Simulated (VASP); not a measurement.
Set up this calculation in VASP 6.6.1, as the native input.

```
Task                   : single point
Functional             : PBE
Potentials or basis    : VASP PAW PBE potentials, release 64 (Co, Ti_sv, Mg)
Cutoff                 : 520 eV
k mesh                 : 6 × 5 × 5
Occupations            : fermi-dirac, width 0.05 eV
Spin                   : collinear spin, ferromagnetic start
Starting moments       : [2.0, 1.0, 0.0, 0.0, 0.0, 0.0, 0.0, 0.0] μB
Dipole correction      : no
Further INCAR settings : ALGO = Normal; EDIFF = 1e-06; NBANDS = 30
```

The structure of Mg6TiCo lies in POSCAR:

```
Mg6TiCo
1.0
    4.7478417050      0.0000000000      0.0000000000
    0.0000000000      3.0383587812      5.5362633396
    0.0000000000     -3.0383587812      5.5362633396
Co Ti Mg
1 1 6
Direct
    0.0000000000      0.8000340000      0.8000340000
    0.5000000000      0.6925340000      0.6925340000
    0.5000000000      0.1669990000      0.1669990000
    0.5000000000      0.1612110000      0.6820810000
    0.5000000000      0.6820810000      0.1612110000
    0.0000000000      0.3289710000      0.3289710000
    0.0000000000      0.3441190000      0.8240530000
    0.0000000000      0.8240530000      0.3441190000
```

One way to write it, as run:

INCAR

```
PREC     = Accurate       # precision mode
ENCUT    = 520            # plane-wave cutoff, eV
EDIFF    = 1E-6           # SCF threshold, eV
ISMEAR   = -1             # smearing method
SIGMA    = 0.05           # smearing width, eV
LREAL    = False          # projectors in reciprocal space
LASPH    = True           # aspherical terms in the spheres
NELM     = 150            # most SCF steps
ALGO     = Normal         # electronic algorithm
ISIF     = 2              # what is computed and relaxed
LWAVE    = False          # write WAVECAR
LCHARG   = True           # write CHGCAR
ISPIN    = 2              # spin polarisation
MAGMOM   = 2 1 0 0 0 0 0 0 # initial moments
LORBIT   = 11             # projections on sites
LMAXMIX  = 4              # l up to which the mixer works
GGA      = PE             # functional
LELF     = True           # ELF
LVHAR    = True         
NBANDS   = 30             # bands
```

KPOINTS

```
Automatic mesh
0
Gamma
  6 5 5
```

Potentials or basis: VASP PAW PBE potentials, release 64 (Co, Ti_sv, Mg).

Launch:

```console
$ cat potpaw_PBE.64/Co/POTCAR potpaw_PBE.64/Ti_sv/POTCAR potpaw_PBE.64/Mg/POTCAR > POTCAR
$ mpirun -np 1 vasp_std > vasp.out
```

Results of the run:

```
Pressure                                              : -1.0 GPa
Largest force                                         : 0.031 eV/Å
Net moment                                            : 0.23 μB per cell
Site moments                                          : Co +1.09; Ti -0.64; Mg +0.01, -0.00, +0.00 (each value once) μB
Valence electrons inside the program's atomic spheres : Co 7.94; Ti 10.13; Mg 0.39, 0.37, 0.35, 0.38 (each value once)
```

Run time: 5.4 min on 1 thread of AMD EPYC 9R45 96-Core Processor (Zen 5), with other jobs on the host, peak memory 0.48 GiB.
